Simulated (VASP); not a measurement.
# AgI (F-43m) in VASP: notebook

AgI is run at these levels: LDA; tasks: relaxation of cell and atoms.

All numbers are computed with VASP 6.6.1; they aren't measurements. Logs are shortened: lines on timing, memory, paths and dates and some standing lists are left out, and cuts for length are marked.

### 1 The cell of the first run

It takes space group F-43m (No. 216, cubic). The conventional cell has a = 6.348 Å, b = 6.348 Å, c = 6.348 Å, α = 90.00°, β = 90.00°, γ = 90.00°. Within 3.6 Å of Ag (site symmetry -43m) lie 4 I at 2.75 Å. Within 3.6 Å of I (site symmetry -43m) lie 4 Ag at 2.75 Å.

### 2 Relaxation of cell and atoms, LDA, target pressure 2 GPa, at which the enthalpy is minimised

Contents of INCAR:

```
  PREC = Accurate
  ENCUT = 500
  EDIFF = 1E-7
  ISMEAR = 0
  SIGMA = 0.01
  LREAL = False
  LASPH = True
  NELM = 120
  ALGO = Normal
  ISIF = 3
  LWAVE = False
  LCHARG = False
  IBRION = 2
  NSW = 100
  EDIFFG = -0.002
  PSTRESS = 20.0
  GGA_COMPAT = False
  NELMIN = 4
```

Contents of KPOINTS:

```
regular mesh
0
Gamma
  6 6 6
```

Contents of POSCAR:

```
AgI
1.0
    3.1739602599      3.1739602599      0.0000000000
   -3.1739602599      3.1739602599      0.0000000000
    0.0000000000      3.1739602599      3.1739602599
Ag I
1 1
Direct
    0.0000000000      0.0000000000      0.0000000000
    0.7500000000      0.2500000000      0.5000000000
```

Potentials or basis: VASP PAW LDA potentials, release 64 (Ag, I).

Launch:

```
$ cat potpaw_LDA.64/Ag/POTCAR potpaw_LDA.64/I/POTCAR > POTCAR
$ mpirun -np 1 vasp_std > vasp.out
```

OUTCAR:

```text
PREC = Accurate
   ENCUT = 500
   EDIFF = 1E-7
   ISMEAR = 0
   LREAL = False
   LASPH = True
   NELM = 120
   ISIF = 3
   IBRION = 2
   NSW = 100
   EDIFFG = -0.002
   PSTRESS = 20.0
   NELMIN = 4

 ion  position               nearest neighbor table
   1  0.000  0.000  0.000-   2 2.75   2 2.75   2 2.75   2 2.75
   2  0.750  0.250  0.500-   1 2.75   1 2.75   1 2.75   1 2.75

  LATTYP: Found a face centered cubic cell.
 ALAT       =     6.3479205198

  Lattice vectors:

 A1 = (   0.0000000000,   3.1739602599,   3.1739602599)
 A2 = (   3.1739602599,   0.0000000000,   3.1739602599)
 A3 = (   3.1739602599,   3.1739602599,   0.0000000000)

Analysis of symmetry for initial positions (statically):
=====================================================================
 Subroutine PRICEL returns:
 Original cell was already a primitive cell.

 Routine SETGRP: Setting up the symmetry group for a
 face centered cubic supercell.

 Subroutine GETGRP returns: Found 24 space group operations
 (whereof 24 operations were pure point group operations)
 out of a pool of 48 trial point group operations.

The static configuration has the point symmetry T_d .

Analysis of symmetry for dynamics (positions and initial velocities):
=====================================================================
 Subroutine PRICEL returns:
 Original cell was already a primitive cell.

 Routine SETGRP: Setting up the symmetry group for a
 face centered cubic supercell.

 Subroutine GETGRP returns: Found 24 space group operations
 (whereof 24 operations were pure point group operations)
 out of a pool of 48 trial point group operations.

The dynamic configuration has the point symmetry T_d .

 Subroutine INISYM returns: Found 24 space group operations
 (whereof 24 operations are pure point group operations),
 and found     1 'primitive' translations

----------------------------------------------------------------------------------------

                                     Primitive cell

  volume of cell :      63.9491

  direct lattice vectors                    reciprocal lattice vectors
     3.173960260  3.173960260  0.000000000     0.157531903  0.157531903 -0.157531903
    -3.173960260  3.173960260  0.000000000    -0.157531903  0.157531903 -0.157531903
     0.000000000  3.173960260  3.173960260     0.000000000  0.000000000  0.315063806

  length of vectors
     4.488657646  4.488657646  4.488657646     0.272853260  0.272853260  0.315063806

  position of ions in fractional coordinates (direct lattice)
     0.000000000  0.000000000  0.000000000
     0.750000000  0.250000000  0.500000000

  ion indices of the primitive-cell ions
   primitive index   ion index
                 1           1
                 2           2

----------------------------------------------------------------------------------------

 KPOINTS: regular mesh

Automatic generation of k-mesh.
 Grid dimensions read from file:
 generate k-points for:    6    6    6

 Generating k-lattice:

  Cartesian coordinates                     Fractional coordinates (reciprocal lattice)
     0.026255317  0.026255317 -0.026255317     0.166666667  0.000000000  0.000000000
    -0.026255317  0.026255317 -0.026255317     0.000000000  0.166666667  0.000000000
     0.000000000  0.000000000  0.052510634     0.000000000  0.000000000  0.166666667

  Length of vectors
     0.045475543  0.045475543  0.052510634

  Shift w.r.t. Gamma in fractional coordinates (k-lattice)
     0.000000000  0.000000000  0.000000000

 Subroutine IBZKPT returns following result:
 ===========================================

 Found     16 irreducible k-points:

 Following reciprocal coordinates:
            Coordinates               Weight
  0.000000  0.000000  0.000000      1.000000
  0.166667  0.000000  0.000000      8.000000
  0.333333  0.000000  0.000000      8.000000
  0.500000  0.000000  0.000000      4.000000
  0.166667  0.166667  0.000000     12.000000
  0.333333  0.166667  0.000000     24.000000
[... 8 lines left out ...]
  0.500000  0.333333  0.166667     24.000000
  0.500000  0.500000  0.166667     12.000000
   k-points           NKPTS =     16   k-points in BZ     NKDIM =     16   number of bands    NBANDS=     13
   number of dos      NEDOS =    301   number of ions     NIONS =      2
   total plane-waves  NPLWV =  46656
   dimension x,y,z NGX =    36 NGY =   36 NGZ =   36
   dimension x,y,z NGXF=    72 NGYF=   72 NGZF=   72
   ions per type =               1   1
   NGX,Y,Z   is equivalent  to a cutoff of  13.33, 13.33, 13.33 a.u.
   NGXF,Y,Z  is equivalent  to a cutoff of  26.67, 26.67, 26.67 a.u.
 SYSTEM =  unknown system
   PREC   = accura    normal or accurate (medium, high low for compatibility)
   ISTART =      0    job   : 0-new  1-cont  2-samecut
   ICHARG =      2    charge: 1-file 2-atom 10-const
   ISPIN  =      1    spin polarized calculation?
   LNONCOLLINEAR =      F non collinear calculations
   LSORBIT =      F    spin-orbit coupling
   LASPH  =      T    aspherical Exc in radial PAW
   ENCUT  =  500.0 eV  36.75 Ry    6.06 a.u.   8.18  8.18  8.18*2*pi/ulx,y,z
   NELM   =    120;   NELMIN=  4; NELMDL= -5     # of ELM steps
   EDIFF  = 0.1E-06   stopping-criterion for ELM
   LREAL  =      F    real-space projection
   EDIFFG = -.2E-02   stopping-criterion for IOM
   NSW    =    100    number of steps for IOM
   IBRION =      2    ionic relax: 0-MD 1-quasi-New 2-CG
   NFREE  =      1    steps in history (QN), initial steepest desc. (CG)
   ISIF   =      3    stress and relaxation
   ISYM   =      2    0-nonsym 1-usesym 2-fastsym
   POTIM  = 0.5000    time-step for ionic-motion
   TEBEG  =    0.0;   TEEND  =   0.0 temperature during run
   PSTRESS=   20.0 pullay stress
   NELECT =      18.0000    total number of electrons
   NUPDOWN=      -1.0000    fix difference up-down
   EMIN   =  10.00;   EMAX   =-10.00  energy-range for DOS
   EFERMI =   0.00;   METHOD = LEGACY
   ISMEAR =     0;   SIGMA  =   0.01  broadening in eV -4-tet -1-fermi 0-gaus
   EFERMI_NEDOS =   21; number of points for ismear=-14 and -15
   IALGO  =     38    algorithm
   IMIX   =      4    mixing-type and parameters
     AMIX     =   0.40;   BMIX     =  1.00
     AMIX_MAG =   1.60;   BMIX_MAG =  1.00
  volume/ion in A,a.u.               =      31.97       215.77
  Fermi-wavevector in a.u.,A,eV,Ry     =   1.072887  2.027463 15.661497  1.151088
  Thomas-Fermi vector in A             =   2.208671
   LORBIT       =      0    0 simple, 1 ext, 2 COOP (PROOUT), +10 PAW based schemes
   GGA     = CA    functional components
   LHFCALC =     F    Hartree Fock is set to
   AEXX    =    0.0000 exact exchange contribution
   IVDW    =     0    specifies the selected vdW correction
   LEPSILON=     F    determine dielectric tensor
   LRPA    =     F    only Hartree local field effects (RPA)
 conjugate gradient relaxation of ions
 non-spin polarized calculation
 Gauss-broadening in eV      SIGMA  =   0.01
  energy-cutoff  :      500.00
  volume of cell :       63.95
 maximum number of plane-waves:      1640
 NGX is ok and might be reduce to    36
   NGX = 17   NGY = 17   NGZ = 17

--------------------------------------- Ionic step        1  -------------------------------------------

 number of electron      18.0000002 magnetization

 Free energy of the ion-electron system (eV)
  ---------------------------------------------------
  ext. energy  EPLUGINS =         0.00000000
  ---------------------------------------------------
  free energy    TOTEN  =        -6.12168296 eV

  energy without entropy =       -6.12168296  energy(sigma->0) =       -6.12168296

------------------------ aborting loop because EDIFF is reached ----------------------------------------

  FORCE on cell =-STRESS in cart. coord.  units (eV):
  Direction    XX          YY          ZZ          XY          YZ          ZX
  --------------------------------------------------------------------------------------
  -------------------------------------------------------------------------------------
  Total        0.0125139      0.0125139      0.0125139     -0.0000000      0.0000000     -0.0000000
  in kB        0.3135232      0.3135232      0.3135232     -0.0000000      0.0000000     -0.0000000
  external PRESSURE =     -19.6864768 kB  Pullay stress =      20.0000000 kB

 VOLUME and BASIS-vectors are now :
 -----------------------------------------------------------------------------
  energy-cutoff  :      500.00
  volume of cell :       63.95
      direct lattice vectors                 reciprocal lattice vectors
     3.173960260  3.173960260  0.000000000     0.157531903  0.157531903 -0.157531903
    -3.173960260  3.173960260  0.000000000    -0.157531903  0.157531903 -0.157531903
     0.000000000  3.173960260  3.173960260     0.000000000  0.000000000  0.315063806
[... 46 lines left out ...]
  FREE ENERGIE OF THE ION-ELECTRON SYSTEM (eV)
  ---------------------------------------------------
  free  energy   TOTEN  =        -6.0920705079 eV

  energy  without entropy=       -6.0920705079  energy(sigma->0) =       -6.09207051

  enthalpy is  TOTEN    =        -5.3383290034 eV   P V=        0.7537415046

--------------------------------------- Ionic step        3  -------------------------------------------

 number of electron      18.0000001 magnetization

 Free energy of the ion-electron system (eV)
  ---------------------------------------------------
  ext. energy  EPLUGINS =         0.00000000
  ---------------------------------------------------
  free energy    TOTEN  =        -6.10547730 eV

  energy without entropy =       -6.10547730  energy(sigma->0) =       -6.10547730

 E-fermi :   4.3357     XC(G=0):  -9.3555

 val. band max:        4.2506849033   @ k =   0.0000   0.0000   0.0000
 cond. band min:       5.3487597223   @ k =   0.0000   0.0000   0.0000
 fundamental gap:      1.0980748189
 Fermi energy:         4.3357075661

 k-point     1 :       0.0000    0.0000    0.0000
  band No.  band energies     occupation
      1      -9.2800      2.00000
      2      -0.7387      2.00000
      3      -0.7387      2.00000
      4      -0.7387      2.00000
      5       0.5818      2.00000
      6       0.5818      2.00000
      7       4.2507      2.00000
      8       4.2507      2.00000
      9       4.2507      2.00000
     10       5.3488      0.00000
     11       9.6782      0.00000
     12       9.6782      0.00000
     13       9.6782      0.00000

 k-point     2 :       0.1667    0.0000    0.0000
  band No.  band energies     occupation
      1      -9.1859      2.00000
      2      -0.7948      2.00000
      3      -0.6843      2.00000
      4      -0.6843      2.00000
      5       0.5739      2.00000
      6       0.5739      2.00000
      7       2.9938      2.00000
      8       4.0121      2.00000
      9       4.0121      2.00000
     10       6.3375      0.00000
     11       9.4669      0.00000
[... 246 lines left out ...]
 POSITION                                       TOTAL-FORCE (eV/Angst)
 -----------------------------------------------------------------------------------
     -0.00000      0.00000      0.00000        -0.000000      0.000000      0.000000
      1.56459      4.69377      1.56459         0.000000     -0.000000      0.000000
 -----------------------------------------------------------------------------------
    total drift:                                0.000000      0.000000      0.000000

  FREE ENERGIE OF THE ION-ELECTRON SYSTEM (eV)
  ---------------------------------------------------
  free  energy   TOTEN  =        -6.1054773015 eV

  energy  without entropy=       -6.1054773015  energy(sigma->0) =       -6.10547730

  enthalpy is  TOTEN    =        -5.3405114047 eV   P V=        0.7649658968

 reached required accuracy - stopping structural energy minimisation
```

It took 40 s on 1 thread of Intel Xeon 8259CL, shared host; peak memory 0.18 GiB.

What came out:

| Quantity | Value |
| --- | --- |
| Free energy | -6.1055 eV |
| Relaxed volume | 30.64 Å³/atom |
| Relaxed cell | a = 4.425 Å, b = 4.425 Å, c = 4.425 Å, α = 60.00°, β = 60.00°, γ = 90.00° |
| Space group after relaxing (to 0.1 Å) | F-43m (No. 216) |
| Energy change on relaxing (the run minimises the enthalpy) | +8.1 meV/atom |
| Ionic steps | 3 |
| Pressure after relaxing | 2.0 GPa |
| Band gap on the k mesh | 1.10 eV |

Step by step:
```csv
step,energy change (eV),largest force (eV/Å),pressure (GPa),volume (Å³)
1,0.0000,0.0000,0.03,63.95
2,0.0296,0.0000,2.80,60.38
3,0.0162,0.0000,2.00,61.28
```

Final structure:
```cif
data_structure
_symmetry_space_group_name_H-M 'P 1'
_symmetry_Int_Tables_number 1
_cell_length_a 4.4253
_cell_length_b 4.4253
_cell_length_c 4.4253
_cell_angle_alpha 60.000
_cell_angle_beta 60.000
_cell_angle_gamma 90.000
_cell_volume 61.28
loop_
_atom_site_label
_atom_site_type_symbol
_atom_site_fract_x
_atom_site_fract_y
_atom_site_fract_z
_atom_site_occupancy
Ag1 Ag 0.00000 0.00000 0.00000 1
I1 I 0.75000 0.25000 0.50000 1
```

Caveat: the cell is relaxed towards a set pressure, so the run minimises the enthalpy, not the energy; spin-orbit coupling is left out, which moves the levels of the heavy elements.

(Part 1 of 2 ends here.)
